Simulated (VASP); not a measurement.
## P: single point with PBEsol

Crystal: P.

```
P
1.0
     2.30728    0.00000    0.00000
     0.00000    2.30728    0.00000
     0.00000    0.00000    2.30728
P
1
Direct
  0.00000 0.00000 0.00000
```

```json
{"Program": "VASP 6.6.1", "Task": "single point", "Functional": "PBEsol", "Potentials or basis": "VASP PAW PBE potentials, release 64 (P)", "Cutoff": "500 eV", "k mesh": "18 × 18 × 18", "Occupations": "gaussian, width 0.1 eV", "Spin": "no spin polarisation"}
```

| Item | Value |
| --- | --- |
| Pressure | 25.1 GPa |

Levels at points of the mesh, in eV from the Fermi level:
```csv
k point,band 1,band 2,band 3,band 4,band 5,band 6,band 7
"(0.00, 0.00, 0.00)",-18.30,6.07,6.07,6.07,6.66,6.66,16.32
"(0.50, 0.00, 0.00)",-13.01,-10.20,9.65,9.70,9.70,15.19,15.19
"(0.50, 0.50, 0.00)",-7.17,-6.07,-6.07,-0.16,13.13,18.18,18.18
"(0.50, 0.50, 0.50)",-2.27,-2.27,-2.27,0.63,4.10,4.10,4.10
```

It took 8.2 s on 1 thread of Intel(R) Xeon(R) Platinum 8488C (Sapphire Rapids), with other jobs on the host, peak memory 0.12 GiB.

Caveat: the PAW data sets were made with another functional, which shifts forces and pressure a little.
